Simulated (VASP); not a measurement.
Input of a VASP 6.6.1 run:

File INCAR:

```
PREC = Accurate
ENCUT = 520
EDIFF = 1E-6
ISMEAR = -1
SIGMA = 0.1
LREAL = False
LASPH = True
NELM = 100
ALGO = Normal
ISIF = 2
LWAVE = False
LCHARG = False
GGA = PS
NBANDS = 9
```

Contents of KPOINTS:

```
regular mesh
0
Gamma
  16 16 9
```

The input POSCAR:

```
O
1.0
    1.7393445331      0.0000000000      0.0000000000
    0.0000000000      1.7393445331      0.0000000000
    0.0000000000      0.0000000000      2.9907260549
O
1
Direct
    0.0000000000      0.0000000000      0.0000000000
```

Potentials or basis: VASP PAW PBE potentials, release 64 (O).

Launch:

```sh
$ cat potpaw_PBE.64/O/POTCAR > POTCAR
$ mpirun -np 1 vasp_std > vasp.out
```

Problem. What does it give for the band gap on the k mesh?

Solution. Zero (band 3 reaches 5.37 eV, above the bottom of band 4 at -0.23 eV).

Problem. Estimate the pressure.

Solution. 9.6 GPa.

Stress tensor (GPa, compression positive):
```
13.45  0.00  0.00
 0.00 13.45  0.00
 0.00  0.00  2.04
```

Caveat: the PAW data sets were made with another functional, which shifts forces and pressure a little.
